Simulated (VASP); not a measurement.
# Si3C (P1) in VASP: a series of runs

The runs below take Si3C through single point, with PBEsol.

All numbers are computed with VASP 6.6.1; they aren't measurements. Logs are shortened: lines on timing, memory, paths and dates and some standing lists are left out, and cuts for length are marked.

## 1. The cell of the first run

The typed cell holds 4 atoms: a = 6.093 Å, b = 6.093 Å, c = 6.093 Å, α = 31.85°, β = 31.85°, γ = 31.85°.

## 2. Single point, PBEsol

INCAR reads:

```
  PREC = Accurate
  ENCUT = 520
  EDIFF = 1E-6
  ISMEAR = -1
  SIGMA = 0.069
  LREAL = False
  LASPH = True
  NELM = 100
  ALGO = Normal
  ISIF = 2
  LWAVE = False
  LCHARG = False
  GGA = PS
  NBANDS = 16
```

KPOINTS reads:

```
regular mesh
0
Gamma
  4 4 4
```

POSCAR reads:

```
Si3C
1.0
    1.6721240000      0.9654010000      5.7793670000
   -1.6721240000      0.9654010000      5.7793670000
    0.0000000000     -1.9308030000      5.7793670000
C Si
1 3
Direct
    1.0295955734      0.0590443464     -0.1083554007
    0.4923004930      0.4498054388      0.5385645292
    0.4042200542      0.3879425533      0.2775765179
    0.8893010333      0.8404780991      0.9440230330
```

Potentials or basis: VASP PAW PBE potentials, release 64 (C, Si).

Launch:

```console
$ cat potpaw_PBE.64/C/POTCAR potpaw_PBE.64/Si/POTCAR > POTCAR
$ mpirun -np 1 vasp_std > vasp.out
```

OUTCAR:

```text
PREC = Accurate
   ENCUT = 520
   EDIFF = 1E-6
   ISMEAR = -1
   LREAL = False
   LASPH = True
   NELM = 100
   ISIF = 2
   GGA = PS

 ion  position               nearest neighbor table
   1  0.030  0.059  0.892-   4 1.83   3 1.94   3 1.97   3 2.09
   2  0.492  0.450  0.539-   4 2.21   4 2.23   4 2.25   3 2.40
   3  0.404  0.388  0.278-   1 1.94   1 1.97   1 2.09   2 2.40   4 2.86   4 2.93
   4  0.889  0.840  0.944-   1 1.83   2 2.21   2 2.23   2 2.25   3 2.86   3 2.93

  LATTYP: Found a trigonal (rhomboedric) cell.
 ALAT       =     6.0933636592
 COS(alpha) =     0.8493903471

  Lattice vectors:

 A1 = (   1.6721240000,   0.9654010000,   5.7793670000)
 A2 = (  -1.6721240000,   0.9654010000,   5.7793670000)
 A3 = (   0.0000000000,  -1.9308030000,   5.7793670000)

Analysis of symmetry for initial positions (statically):
=====================================================================
 Subroutine PRICEL returns:
 Original cell was already a primitive cell.

 Routine SETGRP: Setting up the symmetry group for a
 trigonal (rhombohedral) supercell.

 Subroutine GETGRP returns: Found  1 space group operations
 (whereof  1 operations were pure point group operations)
 out of a pool of 12 trial point group operations.

The static configuration has the point symmetry C_1 .

Analysis of symmetry for dynamics (positions and initial velocities):
=====================================================================
 Subroutine PRICEL returns:
 Original cell was already a primitive cell.

 Routine SETGRP: Setting up the symmetry group for a
 trigonal (rhombohedral) supercell.

 Subroutine GETGRP returns: Found  1 space group operations
 (whereof  1 operations were pure point group operations)
 out of a pool of 12 trial point group operations.

The dynamic configuration has the point symmetry C_1 .

 Subroutine INISYM returns: Found  1 space group operations
 (whereof  1 operations are pure point group operations),
 and found     1 'primitive' translations

----------------------------------------------------------------------------------------

                                     Primitive cell

  volume of cell :      55.9768

  direct lattice vectors                    reciprocal lattice vectors
     1.672124000  0.965401000  5.779367000     0.299020886  0.172639773  0.057676453
    -1.672124000  0.965401000  5.779367000    -0.299020886  0.172639773  0.057676453
     0.000000000 -1.930803000  5.779367000     0.000000000 -0.345279545  0.057676423

  length of vectors
[... 90 lines left out ...]
   IBRION =     -1    ionic relax: 0-MD 1-quasi-New 2-CG
   NFREE  =      0    steps in history (QN), initial steepest desc. (CG)
   ISIF   =      2    stress and relaxation
   ISYM   =      2    0-nonsym 1-usesym 2-fastsym
   POTIM  = 0.5000    time-step for ionic-motion
   TEBEG  =    0.0;   TEEND  =   0.0 temperature during run
   PSTRESS=    0.0 pullay stress
   NELECT =      16.0000    total number of electrons
   NUPDOWN=      -1.0000    fix difference up-down
   EMIN   =  10.00;   EMAX   =-10.00  energy-range for DOS
   EFERMI =   0.00;   METHOD = LEGACY
   ISMEAR =    -1;   SIGMA  =   0.07  broadening in eV -4-tet -1-fermi 0-gaus
   EFERMI_NEDOS =   21; number of points for ismear=-14 and -15
   IALGO  =     38    algorithm
   IMIX   =      4    mixing-type and parameters
     AMIX     =   0.40;   BMIX     =  1.00
     AMIX_MAG =   1.60;   BMIX_MAG =  1.00
  volume/ion in A,a.u.               =      13.99        94.44
  Fermi-wavevector in a.u.,A,eV,Ry     =   1.078397  2.037876 15.822774  1.162941
  Thomas-Fermi vector in A             =   2.214335
   LORBIT       =      0    0 simple, 1 ext, 2 COOP (PROOUT), +10 PAW based schemes
   GGA     = PS    functional components
   LHFCALC =     F    Hartree Fock is set to
   AEXX    =    0.0000 exact exchange contribution
   IVDW    =     0    specifies the selected vdW correction
   LEPSILON=     F    determine dielectric tensor
   LRPA    =     F    only Hartree local field effects (RPA)
 non-spin polarized calculation
  energy-cutoff  :      520.00
  volume of cell :       55.98
 maximum number of plane-waves:      1534
 NGX is ok and might be reduce to    48
   NGX = 23   NGY = 23   NGZ = 23

 number of electron      16.0000000 magnetization

 Free energy of the ion-electron system (eV)
  ---------------------------------------------------
  ext. energy  EPLUGINS =         0.00000000
  ---------------------------------------------------
  free energy    TOTEN  =       -25.37763044 eV

  energy without entropy =      -25.36575318  energy(sigma->0) =      -25.37169181

 E-fermi :   8.5413     XC(G=0): -10.6828

 val. band max:        8.4509909594   @ k =   0.2500  -0.2500   0.2500
 cond. band min:       8.6282350977   @ k =  -0.2500   0.2500   0.2500
 fundamental gap:      0.1772441383
 Fermi energy:         8.5413054435

 k-point     1 :       0.0000    0.0000    0.0000
  band No.  band energies     occupation
      1      -7.1381      2.00000
      2      -3.2878      2.00000
      3      -0.7565      2.00000
      4       4.8982      2.00000
      5       5.4900      2.00000
      6       7.0156      2.00000
[... 433 lines left out ...]
      3       1.0635      2.00000
      4       2.4656      2.00000
      5       4.2913      2.00000
      6       4.9314      2.00000
[... 8 lines left out ...]
     15      15.7087      0.00000
     16      16.3980      0.00000

 [... further k-points ...]

------------------------ aborting loop because EDIFF is reached ----------------------------------------

  FORCE on cell =-STRESS in cart. coord.  units (eV):
  Direction    XX          YY          ZZ          XY          YZ          ZX
  --------------------------------------------------------------------------------------
  -------------------------------------------------------------------------------------
  Total        1.2747796      1.3591293      2.7745800      0.5536576      1.0623897     -0.3795170
  in kB       36.4869701     38.9012414     79.4145229     15.8468867     30.4079087    -10.8626028
  external PRESSURE =      51.6009115 kB  Pullay stress =       0.0000000 kB

 VOLUME and BASIS-vectors are now :
 -----------------------------------------------------------------------------
  energy-cutoff  :      520.00
  volume of cell :       55.98
      direct lattice vectors                 reciprocal lattice vectors
     1.672124000  0.965401000  5.779367000     0.299020886  0.172639773  0.057676453
    -1.672124000  0.965401000  5.779367000    -0.299020886  0.172639773  0.057676453
     0.000000000 -1.930803000  5.779367000     0.000000000 -0.345279545  0.057676423

 POSITION                                       TOTAL-FORCE (eV/Angst)
 -----------------------------------------------------------------------------------
     -0.04924     -1.63602      5.66542         0.618252     -0.955879      0.980290
      0.07106     -0.13035      8.55734         0.132494     -0.211841     -1.002865
      0.02722      0.22881      6.18241        -0.592370      0.510126      0.707665
      0.08164     -0.15279     15.45288        -0.158376      0.657595     -0.685090
 -----------------------------------------------------------------------------------
    total drift:                                0.000039     -0.000185      0.000033

  FREE ENERGIE OF THE ION-ELECTRON SYSTEM (eV)
  ---------------------------------------------------
  free  energy   TOTEN  =       -25.3776304373 eV

  energy  without entropy=      -25.3657531773  energy(sigma->0) =      -25.37169181
```

stdout:

```text
POSCAR found type information on POSCAR C Si
 POSCAR found :  2 types and       4 ions
 scaLAPACK will be used
 -----------------------------------------------------------------------------
|                                                                             |
|                                                                             |
|     You enforced a specific xc type in the INCAR file but a different       |
|     I HOPE YOU KNOW WHAT YOU ARE DOING!                                     |
|                                                                             |
 -----------------------------------------------------------------------------

 LDA part: xc-table for (Slater+PW92), standard interpolation
 POSCAR, INCAR and KPOINTS ok, starting setup
 FFT: planning ... GRIDC
 FFT: planning ... GRID_SOFT
 FFT: planning ... GRID
 WAVECAR not read
 entering main loop
```

Wall time 2.3 min (1 thread of Intel Xeon 8259CL, shared host); peak memory 0.3 GiB.

What came out:

- Free energy: -25.3776 eV
- Pressure: 5.2 GPa
- Largest force: 1.502 eV/Å
- Band gap on the k mesh: zero (bands 8 and 9 overlap by 1.70 eV)

Forces in eV/Å, atoms in the order of the input:
```
C    0.618 -0.956  0.980
Si   0.132 -0.212 -1.003
Si  -0.592  0.510  0.708
Si  -0.158  0.658 -0.685
```

Levels at points of the mesh, in eV from the Fermi level:
| k point | band 6 | band 7 | band 8 | band 9 | band 10 | band 11 |
| --- | --- | --- | --- | --- | --- | --- |
| (0.00, 0.00, 0.00) | -1.53 | -0.11 | 0.93 | 1.21 | 2.77 | 3.27 |
| (0.50, 0.00, 0.00) | -4.79 | -4.41 | -1.66 | 0.34 | 1.95 | 2.54 |
| (0.00, 0.50, 0.00) | -4.86 | -4.61 | -1.67 | 0.22 | 1.83 | 2.63 |
| (0.00, 0.00, 0.50) | -4.66 | -4.60 | -1.55 | 0.47 | 1.70 | 2.51 |
| (0.50, 0.50, 0.00) | -4.68 | -2.45 | -1.08 | -0.50 | 0.41 | 1.81 |
| (0.50, 0.00, 0.50) | -4.32 | -2.28 | -1.57 | -0.77 | 0.48 | 1.90 |
| (0.00, 0.50, 0.50) | -4.37 | -2.38 | -1.53 | -0.63 | 0.74 | 1.90 |
| (0.50, 0.50, 0.50) | -2.97 | 0.30 | 0.86 | 1.15 | 2.85 | 3.15 |

Caveat: the k points lie up to 0.55 Å⁻¹ apart, too coarse for converged energies and pressures of a metal; the atoms stand as in a frame of molecular dynamics; the PAW data sets were made with another functional, which shifts forces and pressure a little.

(Part 1 of 2 ends here.)
